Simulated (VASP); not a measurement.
Input of a VASP 6.6.1 run:

The input INCAR:

```
SYSTEM = NaF
PREC = Accurate ; ENCUT = 600
EDIFF = 1E-6 ; ISMEAR = 0
SIGMA = 0.01 ; LREAL = .FALSE.
LASPH = .TRUE. ; NELM = 120
ALGO = Normal ; ISIF = 2
LWAVE = .FALSE. ; LCHARG = .FALSE.
GGA = PE ; NBANDS = 14
GGA_COMPAT = .FALSE.
```

KPOINTS

```
regular mesh
0
G
  2 2 2
  0 0 0
```

Contents of POSCAR:

```
NaF
1.0
    0.0000000000      2.3496977493      2.3496977493
    2.3496977493      0.0000000000      2.3496977493
    2.3496977493      2.3496977493      0.0000000000
Na F
1 1
Direct
    0.0000000000      0.0000000000      0.0000000000
    0.5000000000      0.5000000000      0.5000000000
```

Potentials or basis: VASP PAW PBE potentials, release 64 (Na_pv, F).

The run is started by

```sh
$ cat potpaw_PBE.64/Na_pv/POTCAR potpaw_PBE.64/F/POTCAR > POTCAR
$ mpirun -np 1 vasp_std > vasp.out
```

Problem. Estimate the band gap on the k mesh.

Solution. 5.98 eV.

Problem. What does it give for the pressure?

Solution. 0.9 GPa.

Caveat: the k points lie up to 1.16 Å⁻¹ apart.
